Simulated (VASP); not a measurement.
# SnSe in VASP: single point with PBEsol+D3(BJ)

Aim: the single point of SnSe with PBEsol+D3(BJ).

Everything below comes from runs of VASP 6.6.1. Logs are shortened: lines on timing, memory, paths and dates and some standing lists are left out, and cuts for length are marked.

## 1. The cell of the first run

The typed cell holds 4 atoms: a = 4.153 Å, b = 4.153 Å, c = 5.874 Å, α = 90.00°, β = 90.00°, γ = 90.00°.

## 2. Single point, PBEsol+D3(BJ)

Contents of INCAR:

```
SYSTEM = SnSe
PREC     = Accurate       ! precision mode
ENCUT    = 520            ! plane-wave cutoff, eV
EDIFF    = 1E-7           ! SCF threshold, eV
ISMEAR   = 0              ! smearing method
SIGMA    = 0.03           ! smearing width, eV
LREAL    = .False.        ! projectors in reciprocal space
LASPH    = .True.         ! aspherical terms in the spheres
NELM     = 100            ! most SCF steps
ALGO     = Normal         ! electronic algorithm
ISIF     = 2              ! what is computed and relaxed
LWAVE    = .False.        ! write WAVECAR
LCHARG   = .False.        ! write CHGCAR
GGA      = PS             ! functional
IVDW     = 12             ! dispersion correction
NBANDS   = 28             ! bands
```

Contents of KPOINTS:

```
regular mesh
0
Gamma
  8 8 6
  0 0 0
```

Contents of POSCAR:

```
SnSe
1.0
    4.1533205440      0.0000000000      0.0000000000
    0.0000000000      4.1533205440      0.0000000000
    0.0000000000      0.0000000000      5.8740970970
Sn Se
2 2
Direct
    0.5000000000      0.0000000000      0.2500241371
    0.0000000000      0.5000000000      0.7499758629
    0.5000000000      0.0000000000      0.7499817524
    0.0000000000      0.5000000000      0.2500182476
```

Potentials or basis: VASP PAW PBE potentials, release 64 (Sn_d, Se).

On the command line:

```sh
$ cat potpaw_PBE.64/Sn_d/POTCAR potpaw_PBE.64/Se/POTCAR > POTCAR
$ mpirun -np 1 vasp_std > vasp.out
```

OUTCAR:

```text
SYSTEM = SnSe
   PREC = Accurate
   ENCUT = 520
   EDIFF = 1E-7
   ISMEAR = 0
   LREAL = .False.
   LASPH = .True.
   NELM = 100
   ISIF = 2
   GGA = PS
   IVDW = 12
 IVDW          = 12

 ion  position               nearest neighbor table
   1  0.500  0.000  0.250-   3 2.94   4 2.94   4 2.94   4 2.94   4 2.94   3 2.94
   2  0.000  0.500  0.750-   4 2.94   3 2.94   3 2.94   3 2.94   3 2.94   4 2.94
   3  0.500  0.000  0.750-   1 2.94   2 2.94   2 2.94   2 2.94   2 2.94   1 2.94
   4  0.000  0.500  0.250-   2 2.94   1 2.94   1 2.94   1 2.94   1 2.94   2 2.94

  LATTYP: Found a simple tetragonal cell.
 ALAT       =     4.1533205440
 C/A-ratio  =     1.4143134475

  Lattice vectors:

 A1 = (   4.1533205440,   0.0000000000,   0.0000000000)
 A2 = (   0.0000000000,   4.1533205440,   0.0000000000)
 A3 = (   0.0000000000,   0.0000000000,   5.8740970970)

Analysis of symmetry for initial positions (statically):
=====================================================================
 Subroutine PRICEL returns:
 Original cell was already a primitive cell.

 Routine SETGRP: Setting up the symmetry group for a
 simple tetragonal supercell.

 Subroutine GETGRP returns: Found 16 space group operations
 (whereof  8 operations were pure point group operations)
 out of a pool of 16 trial point group operations.

The static configuration has the point symmetry D_2d.
 The point group associated with its full space group is D_4h.

Analysis of symmetry for dynamics (positions and initial velocities):
=====================================================================
 Subroutine PRICEL returns:
 Original cell was already a primitive cell.

 Routine SETGRP: Setting up the symmetry group for a
 simple tetragonal supercell.

 Subroutine GETGRP returns: Found 16 space group operations
 (whereof  8 operations were pure point group operations)
 out of a pool of 16 trial point group operations.

The dynamic configuration has the point symmetry D_2d.
 The point group associated with its full space group is D_4h.

 Subroutine INISYM returns: Found 16 space group operations
 (whereof  8 operations are pure point group operations),
 and found     1 'primitive' translations

----------------------------------------------------------------------------------------

                                     Primitive cell

  volume of cell :     101.3286

  direct lattice vectors                    reciprocal lattice vectors
     4.153320544  0.000000000  0.000000000     0.240771207  0.000000000  0.000000000
     0.000000000  4.153320544  0.000000000     0.000000000  0.240771207  0.000000000
     0.000000000  0.000000000  5.874097097     0.000000000  0.000000000  0.170238929

  length of vectors
     4.153320544  4.153320544  5.874097097     0.240771207  0.240771207  0.170238929

  position of ions in fractional coordinates (direct lattice)
     0.500000000  0.000000000  0.250024137
     0.000000000  0.500000000  0.749975863
     0.500000000  0.000000000  0.749981752
     0.000000000  0.500000000  0.250018248

  ion indices of the primitive-cell ions
   primitive index   ion index
                 1           1
                 2           2
                 3           3
                 4           4

----------------------------------------------------------------------------------------

 KPOINTS: regular mesh

Automatic generation of k-mesh.
 Grid dimensions read from file:
 generate k-points for:    8    8    6

 Generating k-lattice:

  Cartesian coordinates                     Fractional coordinates (reciprocal lattice)
     0.030096401  0.000000000  0.000000000     0.125000000  0.000000000  0.000000000
     0.000000000  0.030096401  0.000000000     0.000000000  0.125000000  0.000000000
     0.000000000  0.000000000  0.028373155     0.000000000  0.000000000  0.166666667

  Length of vectors
     0.030096401  0.030096401  0.028373155

  Shift w.r.t. Gamma in fractional coordinates (k-lattice)
     0.000000000  0.000000000  0.000000000

 Subroutine IBZKPT returns following result:
 ===========================================

 Found     60 irreducible k-points:

 Following reciprocal coordinates:
            Coordinates               Weight
  0.000000  0.000000  0.000000      1.000000
  0.125000  0.000000  0.000000      4.000000
  0.250000  0.000000  0.000000      4.000000
  0.375000  0.000000  0.000000      4.000000
  0.500000  0.000000  0.000000      2.000000
  0.125000  0.125000  0.000000      4.000000
[... 16 lines left out ...]
  0.375000  0.125000  0.166667     16.000000
  0.500000  0.125000  0.166667      8.000000
 [... further k-points ...]
   k-points           NKPTS =     60   k-points in BZ     NKDIM =     60   number of bands    NBANDS=     28
   number of dos      NEDOS =    301   number of ions     NIONS =      4
   total plane-waves  NPLWV =  49152
   dimension x,y,z NGX =    32 NGY =   32 NGZ =   48
   dimension x,y,z NGXF=    64 NGYF=   64 NGZF=   96
   ions per type =               2   2
   NGX,Y,Z   is equivalent  to a cutoff of  12.81, 12.81, 13.58 a.u.
   NGXF,Y,Z  is equivalent  to a cutoff of  25.62, 25.62, 27.17 a.u.
 SYSTEM =  SnSe
   PREC   = accura    normal or accurate (medium, high low for compatibility)
   ISTART =      0    job   : 0-new  1-cont  2-samecut
   ICHARG =      2    charge: 1-file 2-atom 10-const
   ISPIN  =      1    spin polarized calculation?
   LNONCOLLINEAR =      F non collinear calculations
   LSORBIT =      F    spin-orbit coupling
   LASPH  =      T    aspherical Exc in radial PAW
   ENCUT  =  520.0 eV  38.22 Ry    6.18 a.u.   7.72  7.72 10.92*2*pi/ulx,y,z
   NELM   =    100;   NELMIN=  2; NELMDL= -5     # of ELM steps
   EDIFF  = 0.1E-06   stopping-criterion for ELM
   LREAL  =      F    real-space projection
   EDIFFG = 0.1E-05   stopping-criterion for IOM
   NSW    =      0    number of steps for IOM
   IBRION =     -1    ionic relax: 0-MD 1-quasi-New 2-CG
   NFREE  =      0    steps in history (QN), initial steepest desc. (CG)
   ISIF   =      2    stress and relaxation
   ISYM   =      2    0-nonsym 1-usesym 2-fastsym
   POTIM  = 0.5000    time-step for ionic-motion
   TEBEG  =    0.0;   TEEND  =   0.0 temperature during run
   PSTRESS=    0.0 pullay stress
   NELECT =      40.0000    total number of electrons
   NUPDOWN=      -1.0000    fix difference up-down
   EMIN   =  10.00;   EMAX   =-10.00  energy-range for DOS
   EFERMI =   0.00;   METHOD = LEGACY
   ISMEAR =     0;   SIGMA  =   0.03  broadening in eV -4-tet -1-fermi 0-gaus
   EFERMI_NEDOS =   21; number of points for ismear=-14 and -15
   IALGO  =     38    algorithm
   IMIX   =      4    mixing-type and parameters
     AMIX     =   0.40;   BMIX     =  1.00
     AMIX_MAG =   1.60;   BMIX_MAG =  1.00
  volume/ion in A,a.u.               =      25.33       170.95
  Fermi-wavevector in a.u.,A,eV,Ry     =   1.200929  2.269428 19.622751  1.442231
  Thomas-Fermi vector in A             =   2.336752
   LORBIT       =      0    0 simple, 1 ext, 2 COOP (PROOUT), +10 PAW based schemes
   GGA     = PS    functional components
   LHFCALC =     F    Hartree Fock is set to
   AEXX    =    0.0000 exact exchange contribution
   IVDW    =    12    specifies the selected vdW correction
   LEPSILON=     F    determine dielectric tensor
   LRPA    =     F    only Hartree local field effects (RPA)
 non-spin polarized calculation
 Gauss-broadening in eV      SIGMA  =   0.03
  energy-cutoff  :      520.00
  volume of cell :      101.33
 maximum number of plane-waves:      2768
 NGX is ok and might be reduce to    32
   NGX = 15   NGY = 15   NGZ = 21

 number of electron      39.9999975 magnetization

 Free energy of the ion-electron system (eV)
  ---------------------------------------------------
  ext. energy  EPLUGINS =         0.00000000
  ---------------------------------------------------
  free energy    TOTEN  =       -17.93043757 eV

  energy without entropy =      -17.93043757  energy(sigma->0) =      -17.93043757

 E-fermi :   6.4455     XC(G=0): -10.1115

 val. band max:        6.3154285125   @ k =   0.5000   0.0000   0.3333
 cond. band min:       6.6004500156   @ k =   0.5000   0.0000   0.3333
 fundamental gap:      0.2850215031
 Fermi energy:         6.4455023191

 k-point     1 :       0.0000    0.0000    0.0000
  band No.  band energies     occupation
      1     -15.2361      2.00000
      2     -15.1978      2.00000
      3     -15.1923      2.00000
      4     -15.1911      2.00000
      5     -15.1893      2.00000
      6     -15.1893      2.00000
[... 20 lines left out ...]
     27      12.0037      0.00000
     28      12.0356      0.00000

 k-point     2 :       0.1250    0.0000    0.0000
  band No.  band energies     occupation
      1     -15.2328      2.00000
      2     -15.1953      2.00000
      3     -15.1926      2.00000
      4     -15.1924      2.00000
      5     -15.1893      2.00000
      6     -15.1883      2.00000
[... 20 lines left out ...]
     27      12.0011      0.00000
     28      12.1195      0.00000

 k-point     3 :       0.2500    0.0000    0.0000
  band No.  band energies     occupation
      1     -15.2246      2.00000
      2     -15.1954      2.00000
      3     -15.1948      2.00000
      4     -15.1888      2.00000
      5     -15.1886      2.00000
      6     -15.1879      2.00000
[... 20 lines left out ...]
     27      11.9212      0.00000
     28      12.3427      0.00000

 k-point     4 :       0.3750    0.0000    0.0000
  band No.  band energies     occupation
      1     -15.2148      2.00000
      2     -15.1993      2.00000
      3     -15.1978      2.00000
      4     -15.1938      2.00000
      5     -15.1867      2.00000
      6     -15.1813      2.00000
[... 20 lines left out ...]
     27      13.0150      0.00000
     28      13.0568      0.00000

 k-point     5 :       0.5000    0.0000    0.0000
  band No.  band energies     occupation
      1     -15.2060      2.00000
      2     -15.2060      2.00000
      3     -15.1975      2.00000
      4     -15.1975      2.00000
      5     -15.1828      2.00000
      6     -15.1828      2.00000
[... 20 lines left out ...]
     27      13.8802      0.00000
     28      13.8804      0.00000

 k-point     6 :       0.1250    0.1250    0.0000
  band No.  band energies     occupation
      1     -15.2300      2.00000
      2     -15.1959      2.00000
      3     -15.1930      2.00000
      4     -15.1907      2.00000
      5     -15.1904      2.00000
      6     -15.1858      2.00000
[... 463 lines left out ...]
      5     -15.1894      2.00000
      6     -15.1857      2.00000
[... 20 lines left out ...]
     27      11.7923      0.00000
     28      12.2619      0.00000

 k-point    22 :       0.2500    0.1250    0.1667
  band No.  band energies     occupation
      1     -15.2206      2.00000
      2     -15.2007      2.00000
      3     -15.1928      2.00000
      4     -15.1907      2.00000
      5     -15.1899      2.00000
      6     -15.1863      2.00000
[... 20 lines left out ...]
     27      11.3921      0.00000
     28      12.5153      0.00000

 k-point    23 :       0.3750    0.1250    0.1667
  band No.  band energies     occupation
      1     -15.2146      2.00000
      2     -15.2061      2.00000
      3     -15.1947      2.00000
      4     -15.1940      2.00000
      5     -15.1890      2.00000
      6     -15.1819      2.00000
[... 20 lines left out ...]
     27      11.6301      0.00000
     28      13.4320      0.00000

 k-point    24 :       0.5000    0.1250    0.1667
  band No.  band energies     occupation
      1     -15.2103      2.00000
      2     -15.2103      2.00000
      3     -15.1955      2.00000
      4     -15.1955      2.00000
      5     -15.1862      2.00000
      6     -15.1862      2.00000
[... 20 lines left out ...]
     27      12.4067      0.00000
     28      12.4067      0.00000

 [... further k-points ...]

------------------------ aborting loop because EDIFF is reached ----------------------------------------

 Edisp (eV)   -1.42001

 E8    (eV) :    -0.9538

  FORCE on cell =-STRESS in cart. coord.  units (eV):
  Direction    XX          YY          ZZ          XY          YZ          ZX
  --------------------------------------------------------------------------------------
  -------------------------------------------------------------------------------------
  Total       0.02591     0.02591     0.02826     0.00000    -0.00000     0.00000
  in kB       0.40967     0.40967     0.44691     0.00000    -0.00000     0.00000
  external pressure =        0.42 kB  Pullay stress =        0.00 kB

 VOLUME and BASIS-vectors are now :
 -----------------------------------------------------------------------------
  energy-cutoff  :      520.00
  volume of cell :      101.33
      direct lattice vectors                 reciprocal lattice vectors
     4.153320544  0.000000000  0.000000000     0.240771207  0.000000000  0.000000000
     0.000000000  4.153320544  0.000000000     0.000000000  0.240771207  0.000000000
     0.000000000  0.000000000  5.874097097     0.000000000  0.000000000  0.170238929

 POSITION                                       TOTAL-FORCE (eV/Angst)
 -----------------------------------------------------------------------------------
      2.07666      0.00000      1.46867         0.000000      0.000000     -0.000342
      0.00000      2.07666      4.40543        -0.000000      0.000000      0.000342
      2.07666      0.00000      4.40547         0.000000     -0.000000      0.000314
      0.00000      2.07666      1.46863        -0.000000      0.000000     -0.000314
 -----------------------------------------------------------------------------------
    total drift:                                0.000000      0.000000      0.000000

  FREE ENERGIE OF THE ION-ELECTRON SYSTEM (eV)
  ---------------------------------------------------
  free  energy   TOTEN  =       -19.3504436719 eV

  energy  without entropy=      -19.3504436719  energy(sigma->0) =      -19.35044367
```

Wall time 3 min (1 thread of Intel Xeon 8259CL, shared host); peak memory 0.31 GiB.

Results:

```yaml
Free_energy: -19.3504 eV
Pressure: 0.0 GPa
Band_gap_on_the_k_mesh: 0.29 eV
Dispersion_energy_per_atom: -0.355 eV
```

Caveat: the PAW data sets were made with another functional, which shifts forces and pressure a little; spin-orbit coupling is left out, which moves the levels of the heavy elements. A k mesh can miss the band edges.
